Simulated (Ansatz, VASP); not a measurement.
KI in VASP and in Ansatz

```
I K
1.0
     0.00000    3.50906    3.50906
     3.50906    0.00000    3.50906
     3.50906    3.50906    0.00000
I K
1 1
Direct
  0.50000 0.50000 0.50000
  0.00000 0.00000 0.00000
```

Change from the starting cell: volume scaled by 0.98.

Alike in both runs: task single point; functional PBE; k mesh 7 × 7 × 7; occupations fermi-dirac, width 0.05 eV; no spin polarisation.

```csv
,VASP,Ansatz
version,VASP 6.6.1,Ansatz 0.2.0
potentials or method,"VASP PAW PBE potentials, release 64 (I, K_sv), cutoff 520 eV","all-electron LAPW, scalar-relativistic"
```

```csv
,VASP,Ansatz,Ansatz less VASP
gap on the k mesh at the Fermi level (eV),4.01,4.01,+0.004
least direct gap on the mesh (eV),4.01,4.01,+0.004
pressure (GPa),0.9,0.9,-0.03
```

Ansatz ran all-electron here, and VASP with PAW potentials.

Neither program's run includes spin-orbit coupling.
